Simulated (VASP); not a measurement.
MgSnO2, 4 atoms in the cell. The structure is trigonal, space group P-3m1 (No. 164). The conventional cell has a = 3.184 Å, b = 3.184 Å, c = 5.937 Å, α = 90.00°, β = 90.00°, γ = 120.00°. Within 2.9 Å of Mg (site symmetry -3m) lie 6 O at 2.18 Å. Sn (site symmetry -3m) has 6 O at 2.57 Å and 2 Mg at 2.97 Å and 6 Sn at 3.18 Å within 3.4 Å. Within 2.9 Å of O (site symmetry 3m) lie 3 Mg at 2.18 Å and 3 Sn at 2.57 Å. 

| Quantity | Value |
| --- | --- |
| Program | VASP 6.6.1 |
| Task | single point |
| Functional | PBE |
| Potentials or basis | VASP PAW PBE potentials, release 64 (Mg, Sn_d, O) |
| Cutoff | 520 eV |
| k mesh | 6 × 6 × 4 |
| Occupations | gaussian, width 0.1 eV |
| Spin | no spin polarisation |
| Dipole correction | no |
| Further INCAR settings | ALGO = Normal; EDIFF = 1e-06; NBANDS = 22 |

Potentials or basis: VASP PAW PBE potentials, release 64 (Mg, Sn_d, O).

Run with:

```sh
$ cat potpaw_PBE.64/Mg/POTCAR potpaw_PBE.64/Sn_d/POTCAR potpaw_PBE.64/O/POTCAR > POTCAR
$ mpirun -np 1 vasp_std > vasp.out
```

Hardware: 1 thread of Intel(R) Xeon(R) 6975P-C (Granite Rapids), on a shared host.

How long does it take, and how much memory?

Wall time 10 s on 1 thread of Intel(R) Xeon(R) 6975P-C (Granite Rapids) (shared host), peak memory 0.18 GiB. Counts: scf iterations 14, k points 24.
